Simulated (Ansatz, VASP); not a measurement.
# AlN in VASP and in Ansatz

The input INCAR:

```
PREC = Accurate
ENCUT = 520
EDIFF = 1E-7
ISMEAR = 0
SIGMA = 0.01
LREAL = F
LASPH = T
NELM = 80
ALGO = Normal
ISIF = 2
LWAVE = F
LCHARG = F
GGA = PE
NBANDS = 16
```

File KPOINTS:

```
Automatic mesh
0
Gamma
  9 9 4
```

POSCAR

```
AlN
1.0
    3.0985731594      0.0000000000      0.0000000000
   -1.5492865797      2.6834430715      0.0000000000
    0.0000000000      0.0000000000      4.9672299524
Al N
2 2
Direct
    0.3333333333      0.6666666667     -0.0032711565
    0.6666666667      0.3333333333      0.4967288435
    0.3333333333      0.6666666667      0.3782711565
    0.6666666667      0.3333333333      0.8782711565
```

Input for Ansatz:

```yaml
crystal:
  lattice:
    - [3.0985731594, 0.0, 0.0]
    - [-1.5492865797, 2.6834430715, 0.0]
    - [0.0, 0.0, 4.9672299524]
  atoms:
    - { symbol: Al, position: [0.3333333333, 0.6666666667, -0.0032711565] }
    - { symbol: Al, position: [0.6666666667, 0.3333333333, 0.4967288435] }
    - { symbol: "N", position: [0.3333333333, 0.6666666667, 0.3782711565] }
    - { symbol: "N", position: [0.6666666667, 0.3333333333, 0.8782711565] }
kpoints:
  mp_grid: { grid: [9, 9, 4] }
hamiltonian:
  xc: pbe
scf:
  occupations: { method: fixed }
  n_extra_bands: 5
output:
  forces: true
  stress: true
  eigenvalues: true
```

Alike in both runs: task single point; functional PBE; k mesh 9 × 9 × 4; no spin polarisation.

|  | VASP | Ansatz |
| --- | --- | --- |
| version | VASP 6.6.1 | Ansatz 0.2.0 |
| potentials or method | VASP PAW PBE potentials, release 64 (Al, N) | plane waves, PAW |
| plane-wave cutoff (eV) | 520 | 420 |
| occupations | gaussian, width 0.01 eV | fixed |
| valence electrons in the cell | 16 | 16 |

Ansatz gave:

```
gap on the k mesh at the Fermi level (eV)                     : 4.30
pressure (GPa)                                                : 6.3
traceless stress, the component that is largest in VASP (GPa) : -0.29
rms of the force components (eV/Å)                            : 0.006
```

Task: What did VASP give for the same quantities?

Result: gap on the k mesh at the Fermi level (eV): 4.31; pressure (GPa): 6.0; traceless stress, the component that is largest in VASP (GPa): -0.24; rms of the force components (eV/Å): 0.006.

Atom by atom the forces differ by 0.000 eV/Å (rms over components).
